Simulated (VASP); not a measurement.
Here is a VASP 6.6.1 calculation.

INCAR

```
SYSTEM = K
PREC = Accurate
ENCUT = 520
EDIFF = 1E-6
ISMEAR = -1
SIGMA = 0.1
LREAL = .False.
LASPH = .True.
NELM = 60
ALGO = Normal
ISIF = 2
LWAVE = .False.
LCHARG = .True.
GGA = PS
LELF = .True.
LVHAR = .True.
NBANDS = 20
```

File KPOINTS:

```
regular mesh
0
Gamma
  6 6 8
  0 0 0
```

POSCAR

```
K
1.0
    7.7539416508      0.0000000000      0.0000000000
   -3.8769708254      6.7151104490      0.0000000000
    0.0000000000      0.0000000000      4.6104426179
K
3
Direct
    0.0000000000      1.0000000000      1.0000000000
    0.3333333333      0.6666666667      0.5000000000
    0.6666666667      0.3333333333      0.5000000000
```

Potentials or basis: VASP PAW PBE potentials, release 64 (K_sv).

Run with:

```console
$ cat potpaw_PBE.64/K_sv/POTCAR > POTCAR
$ mpirun -np 1 vasp_std > vasp.out
```

Estimate the pressure.

-0.3 GPa.

What does it give for the band gap on the k mesh?

Zero (an odd number of electrons rules out a gap without spin polarisation).

Caveat: the PAW data sets were made with another functional, which shifts forces and pressure a little.
